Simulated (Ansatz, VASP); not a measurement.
## Two plane-wave programs on K

Contents of INCAR:

```
SYSTEM = K
PREC = Accurate
ENCUT = 520
EDIFF = 1E-7
ISMEAR = -1
SIGMA = 0.1
LREAL = .False.
LASPH = .True.
NELM = 60
ALGO = Normal
ISIF = 2
LWAVE = .False.
LCHARG = .True.
GGA = RE
LELF = .True.
LVHAR = .True.
NBANDS = 20
```

The input KPOINTS:

```
regular mesh
0
Gamma
  6 6 8
  0 0 0
```

Contents of POSCAR:

```
K
1.0
    7.9559327129      0.0000000000      0.0000000000
   -3.9779663565      6.8900398402      0.0000000000
    0.0000000000      0.0000000000      4.7422123780
K
3
Direct
    1.0000000000      0.0000000000      0.0000000000
    0.3333333333      0.6666666667      0.5000000000
    0.6666666667      0.3333333333      0.5000000000
```

Input for Ansatz:

```yaml
crystal:
  lattice:
    - [7.9559327129, 0.0, 0.0]
    - [-3.9779663565, 6.8900398402, 0.0]
    - [0.0, 0.0, 4.742212378]
  atoms:
    - { symbol: K, position: [1.0, 0.0, 0.0] }
    - { symbol: K, position: [0.3333333333, 0.6666666667, 0.5] }
    - { symbol: K, position: [0.6666666667, 0.3333333333, 0.5] }
hamiltonian:
  xc: revpbe
  pseudopotentials:
    kind: paw
    azcp:
      K: "pseudopotentials/K.paw.azcp"
basis:
  ecutwfc: 420
  fft_grid_basis: typed
kpoints:
  mp_grid: { grid: [6, 6, 8], shift: [0, 0, 0] }
magnetization:
  spin_polarized: false
scf:
  occupations: { method: fermi_dirac, width: 0.1 }
  lower_state_search: "off"
output:
  stress: true
```

Alike in both runs: task single point; functional revPBE; k mesh 6 × 6 × 8; occupations fermi-dirac, width 0.1 eV; no spin polarisation.

|  | VASP | Ansatz |
| --- | --- | --- |
| version | VASP 6.6.1 | Ansatz 0.2.0 |
| potentials or method | VASP PAW PBE potentials, release 64 (K_sv), cutoff 520 eV | plane waves (420 eV) with PAW, scalar-relativistic |
| valence electrons in the cell | 27 | 27 |

```tsv
	VASP	Ansatz	Ansatz less VASP
pressure (GPa)	-0.2	-0.2	+0.01
```

VASP's potentials were made for PBE, not for revPBE.
